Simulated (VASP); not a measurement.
GdO, 2 atoms in the cell. It takes space group F-43m (No. 216, cubic). Conventional cell: a = 5.400 Å, b = 5.400 Å, c = 5.400 Å, α = 90.00°, β = 90.00°, γ = 90.00°. Within 3.1 Å of Gd (site symmetry -43m) lie 4 O at 2.34 Å. Within 3.1 Å of O (site symmetry -43m) lie 4 Gd at 2.34 Å. 

* Program: VASP 6.6.1
* Task: relaxation of cell and atoms
* Functional: LDA
* Potentials or basis: VASP PAW PBE potentials, release 64 (Gd, O)
* Cutoff: 600 eV
* k mesh: 9 × 9 × 9
* Occupations: fermi-dirac, width 0.1 eV
* Spin: collinear spin, ferromagnetic start
* Starting moments: [7.0, 0.0] μB
* Target pressure: 4 GPa
* Dipole correction: no
* Further INCAR settings: ALGO = Normal; EDIFF = 1e-06; IBRION = 2; EDIFFG = -0.05; NSW = 80; ISIF = 3

Potentials or basis: VASP PAW PBE potentials, release 64 (Gd, O).

The run is started by

```bash
$ cat potpaw_PBE.64/Gd/POTCAR potpaw_PBE.64/O/POTCAR > POTCAR
$ mpirun -np 1 vasp_std > vasp.out
```

Hardware: 1 thread of AMD EPYC 7R13, with other jobs on the host.

Task: Estimate the wall time of this run.

Result: Run time: 5.7 min on 1 thread of AMD EPYC 7R13, on a shared host, peak memory 0.23 GiB. Counts: scf iterations 88, k points 35, ion steps 4.
